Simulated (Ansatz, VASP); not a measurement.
SiO2 in VASP and in Ansatz

```
CELL_PARAMETERS angstrom
-4.34171 4.34171 2.60934
4.34171 -4.34171 2.60934
4.34171 4.34171 -2.60934
ATOMIC_POSITIONS crystal
Si 0.17835 0.17835 0.35670
Si 0.82165 0.17835 0.00000
Si 0.17835 0.82165 0.00000
Si 0.82165 0.82165 0.64330
O 0.50000 0.50000 0.50000
O 0.00000 0.50000 0.00000
O 0.50000 0.00000 0.00000
O 0.00000 0.00000 0.50000
O 0.00000 0.21747 0.21747
O 0.78253 0.00000 0.78253
O 0.21747 0.00000 0.21747
O 0.00000 0.78253 0.78253
```

Alike in both runs: task single point; functional PBE; k mesh 6 × 6 × 6; occupations gaussian, width 0.02 eV; no spin polarisation.

|  | VASP | Ansatz |
| --- | --- | --- |
| version | VASP 6.6.1 | Ansatz 0.2.0 |
| potentials or method | VASP PAW PBE potentials, release 64 (Si, O), cutoff 520 eV | scalar-relativistic, plane waves, PAW |
| valence electrons in the cell | 64 | 64 |

```tsv
	VASP	Ansatz	Ansatz less VASP
gap on the k mesh at the Fermi level (eV)	5.44	5.44	+0.007
least direct gap on the mesh (eV)	5.44	5.44	+0.007
pressure (GPa)	12.1	12.0	-0.10
traceless stress, the component that is largest in VASP (GPa)	0.03	0.06	+0.025
rms of the force components (eV/Å)	0.016	0.002	-0.0144
```

Atom by atom the forces differ by 0.015 eV/Å (rms over components).
